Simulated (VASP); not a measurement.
Write the native input for VASP 6.6.1 that does the following.

```yaml
Task: single point
Functional: r2SCAN
Potentials_or_basis: VASP PAW PBE potentials, release 64 (O)
Cutoff: 520 eV
k_mesh: 9 × 9 × 3
Occupations: fermi-dirac, width 0.2 eV
Spin: no spin polarisation
Dipole_correction: no
Further_INCAR_settings: ALGO = Normal; EDIFF = 1e-06; NBANDS = 13
```

Slab: O, a slab with vacuum.

```
O
1.0
     1.77559    0.00000    0.00000
     0.00000    1.77559    0.00000
     0.00000    0.00000    8.10610
O
2
Direct
  0.00000 0.00000 0.00000
  0.00000 0.00000 0.37664
```

The input as run:

POSCAR

```
O
1.0
    1.7755912600      0.0000000000      0.0000000000
    0.0000000000      1.7755912600      0.0000000000
    0.0000000000      0.0000000000      8.1061014000
O
2
Direct
    0.0000000000      0.0000000000      0.0000000000
    0.0000000000      0.0000000000      0.3766361349
```

INCAR.step1

```
PREC = Accurate
ENCUT = 520
ISMEAR = -1
SIGMA = 0.2
LREAL = False
LASPH = True
NELM = 100
NBANDS = 13
GGA = PE
ALGO = Normal
EDIFF = 1E-4
LWAVE = True
LCHARG = False
```

INCAR.step2

```
PREC = Accurate
ENCUT = 520
EDIFF = 1E-6
ISMEAR = -1
SIGMA = 0.2
LREAL = False
LASPH = True
NELM = 100
ALGO = Normal
ISIF = 2
LWAVE = False
LCHARG = False
METAGGA = R2SCAN
LMIXTAU = True
NBANDS = 13
ISTART = 1
```

KPOINTS

```
Automatic mesh
0
Gamma
  9 9 3
```

Potentials or basis: VASP PAW PBE potentials, release 64 (O).

Command:

```bash
$ cat potpaw_PBE.64/O/POTCAR > POTCAR
$ cp INCAR.step1 INCAR
$ mpirun -np 1 vasp_std > vasp.out
$ cp INCAR.step2 INCAR
$ mpirun -np 1 vasp_std > vasp.out
```

Results of the run:

```json
{
  "Largest force": "0.014 eV/Å",
  "Band gap on the k mesh": "zero (band 6 reaches 2.39 eV, above the bottom of band 7 at -2.63 eV)"
}
```

Caveat: the k points lie up to 0.39 Å⁻¹ apart; the PAW data sets were made with another functional, which shifts forces and pressure a little.

Run time: 27 s on 1 thread of Intel(R) Xeon(R) Platinum 8259CL CPU @ 2.50GHz (Skylake/Cascade Lake) (shared host), peak memory 0.13 GiB.
